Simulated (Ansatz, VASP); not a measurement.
## SiC: VASP beside Ansatz

```xyz
4
Lattice="3.0650 0.0000 0.0000 -1.5325 2.6544 0.0000 0.0000 0.0000 5.1637" Properties=species:S:1:pos:R:3 pbc="T T T"
Si    0.0000    1.7696    0.0236
Si    1.5325    0.8848    2.6054
C     0.0000    1.7696    2.0415
C     1.5325    0.8848    4.6233
```

Alike in both runs: task single point; functional PBE; k mesh 12 × 12 × 6; occupations gaussian, width 0.05 eV; no spin polarisation.

|  | VASP | Ansatz |
| --- | --- | --- |
| version | VASP 6.6.1 | Ansatz 0.2.0 |
| potentials or method | VASP PAW PBE potentials, release 64 (Si, C), cutoff 520 eV | scalar-relativistic, plane waves, PAW |
| valence electrons in the cell | 16 | 16 |

|  | VASP | Ansatz | Ansatz less VASP |
| --- | --- | --- | --- |
| gap on the k mesh at the Fermi level (eV) | 2.38 | 2.39 | +0.005 |
| least direct gap on the mesh (eV) | 4.36 | 4.37 | +0.007 |
| pressure (GPa) | 1.7 | 1.7 | +0.05 |
| traceless stress, the component that is largest in VASP (GPa) | -12.39 | -12.37 | +0.015 |
| rms of the force components (eV/Å) | 0.707 | 0.707 | -0.0004 |

Atom by atom the forces differ by 0.000 eV/Å (rms over components).
